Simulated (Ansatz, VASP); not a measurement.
**One calculation of TaN, two programs**

```
CELL_PARAMETERS angstrom
3.04800 0.00000 0.00000
-1.52400 2.63965 0.00000
0.00000 0.00000 4.91800
ATOMIC_POSITIONS crystal
Ta 0.00000 0.00000 0.00000
Ta 0.00000 0.00000 0.50000
N 0.33333 0.66667 0.25000
N 0.66667 0.33333 0.75000
```

Alike in both runs: task electric field gradients; functional PBE; k mesh 18 × 18 × 10; occupations fermi-dirac, width 0.05 eV; collinear spin.

|  | VASP | Ansatz |
| --- | --- | --- |
| version | VASP 6.6.1 | Ansatz 0.2.0 |
| potentials or method | VASP PAW PBE potentials, release 64 (Ta_pv, N) | plane-wave PAW, scalar-relativistic |
| plane-wave cutoff (eV) | 520 | 420 |
| valence electrons in the cell | 32 | 36 |

Ansatz gave:

| Item | Value |
| --- | --- |
| net moment per atom (μB) | 0.00 |
| size of Vzz on the site where it differs most (V/Å²) | 185.3 |

Task: What did VASP give for the same quantities?

Result: net moment per atom (μB): 0.00; size of Vzz on the site where it differs most (V/Å²): 171.9.

VASP's potentials hold 32 valence electrons a cell and Ansatz's 36, so a difference there can come from the potentials and not from the codes. Ansatz's warnings: seeded moment not kept.

Spin-orbit coupling is off throughout.
